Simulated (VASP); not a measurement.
Set up this calculation in VASP 6.6.1, as the native input.

| Quantity | Value |
| --- | --- |
| Task | single point |
| Functional | LDA |
| Potentials or basis | VASP PAW LDA potentials, release 64 (Li_sv, F) |
| Cutoff | 520 eV |
| k mesh | 7 × 7 × 7 |
| Occupations | gaussian, width 0.01 eV |
| Spin | no spin polarisation |
| Dipole correction | no |
| Further INCAR settings | ALGO = Normal; EDIFF = 1e-06; NBANDS = 12 |

The structure of LiF (Griceite) lies in POSCAR:

```
LiF
1.0
    0.0000000000      2.0915366242      2.0915366242
    2.0915366242      0.0000000000      2.0915366242
    2.0915366242      2.0915366242      0.0000000000
Li F
1 1
Direct
    0.0000000000      0.0000000000      0.0000000000
    0.5000000000      0.5000000000      0.5000000000
```

The input as run:

INCAR

```
PREC = Accurate
ENCUT = 520
EDIFF = 1E-6
ISMEAR = 0
SIGMA = 0.01
LREAL = F
LASPH = T
NELM = 100
ALGO = Normal
ISIF = 2
LWAVE = F
LCHARG = T
GGA = CA
LELF = T
LVHAR = T
NBANDS = 12
```

KPOINTS

```
regular mesh
0
Gamma
  7 7 7
```

Potentials or basis: VASP PAW LDA potentials, release 64 (Li_sv, F).

Run with:

```bash
$ cat potpaw_LDA.64/Li_sv/POTCAR potpaw_LDA.64/F/POTCAR > POTCAR
$ mpirun -np 1 vasp_std > vasp.out
```

Results of the run:

| Quantity | Value |
| --- | --- |
| Band gap on the k mesh | 7.89 eV, direct |

It took 3.4 s on 1 thread of Intel(R) Xeon(R) Platinum 8488C (Sapphire Rapids), with other jobs on the host, peak memory 0.12 GiB.
